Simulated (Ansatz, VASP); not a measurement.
**Ag: VASP beside Ansatz**

```xyz
1
Lattice="0.0000 2.0740 2.0740 2.0740 0.0000 2.0740 2.0740 2.0740 0.0000" Properties=species:S:1:pos:R:3 pbc="T T T"
Ag    0.0000    0.0000    0.0000
```

Alike in both runs: functional PBE; k mesh 16 × 16 × 16; occupations fermi-dirac, width 0.05 eV; no spin polarisation.

Ansatz relaxed the structure, and its values are those at the end. VASP's run is a single point on that final structure, the one shown.

|  | VASP | Ansatz |
| --- | --- | --- |
| version | VASP 6.6.1 | Ansatz 0.2.0 |
| potentials or method | VASP PAW PBE potentials, release 64 (Ag) | PAW with Ansatz's default frozen-core files, scalar-relativistic |
| plane-wave cutoff (eV) | 520 | 420 |
| valence electrons in the cell | 11 | 19 |

Ansatz gave:

- pressure (GPa): 0.0

Problem. What did VASP give for the same quantities?

Solution. Pressure (GPa): -0.1.

VASP's potentials hold 11 valence electrons a cell and Ansatz's 19, so a difference there can come from the potentials and not from the codes.
